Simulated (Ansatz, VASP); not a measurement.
**One calculation of C, two programs**

The input INCAR:

```
SYSTEM = C
PREC = Accurate ; ENCUT = 520
EDIFF = 1E-7 ; ISMEAR = 0
SIGMA = 0.15 ; LREAL = .False.
LASPH = .True. ; NELM = 60
ALGO = Normal ; ISIF = 2
LWAVE = .False. ; LCHARG = .True.
GGA = PS ; IVDW = 12
LELF = .True. ; LVHAR = .True.
NBANDS = 11
```

File KPOINTS:

```
Automatic mesh
0
Gamma
  21 21 12
  0 0 0
```

The input POSCAR:

```
C
1.0
    2.3962167908      0.0000000000      0.0000000000
   -1.1981083954      2.0751846138      0.0000000000
    0.0000000000      0.0000000000      3.4412451853
C
2
Direct
    0.3239365790      0.6478731580      0.0000000000
    0.6760634210      0.3521268420      0.0000000000
```

Input for Ansatz:

```yaml
crystal:
  lattice:
    - [2.3962167908, 0.0, 0.0]
    - [-1.1981083954, 2.0751846138, 0.0]
    - [0.0, 0.0, 3.4412451853]
  atoms:
    - { symbol: C, position: [0.323936579, 0.647873158, 0.0] }
    - { symbol: C, position: [0.676063421, 0.352126842, 0.0] }
basis:
  ecutwfc: 520.0
kpoints:
  mp_grid: { grid: [21, 21, 12] }
hamiltonian:
  xc: pbesol
  pseudopotentials: { kind: paw, azcp: { folder: soft_1 } }
  dispersion: d3bj
scf:
  occupations: { method: gaussian, width: 0.15 }
output:
  forces: true
  stress: true
  eigenvalues: true
```

Change from the starting cell: mode 6 frozen in at -0.040 Å, equal normal strain along x, y and z -0.0250.

Alike in both runs: task single point; functional PBEsol; dispersion D3(BJ); k mesh 21 × 21 × 12; occupations gaussian, width 0.15 eV; no spin polarisation.

|  | VASP | Ansatz |
| --- | --- | --- |
| version | VASP 6.6.1 | Ansatz 0.2.0 |
| potentials or method | VASP PAW PBE potentials, release 64 (C), cutoff 520 eV | scalar-relativistic, plane waves, PAW |
| valence electrons in the cell | 8 | 8 |

VASP gave:

| Property | Result |
| --- | --- |
| gap on the k mesh at the Fermi level (eV) | none |
| pressure (GPa) | 28.3 |
| traceless stress, the component that is largest in VASP (GPa) | -27.80 |
| rms of the force components (eV/Å) | 2.676 |

Question: What did Ansatz give for the same quantities?

Answer: gap on the k mesh at the Fermi level (eV): none; pressure (GPa): 27.6; traceless stress, the component that is largest in VASP (GPa): -26.99; rms of the force components (eV/Å): 2.676.

VASP's potentials were made for PBE, not for PBEsol, and Ansatz warns of the same on its side. Atom by atom the forces differ by 0.000 eV/Å (rms over components). A gap of «none» marks a metal or a gap that the smearing closes.
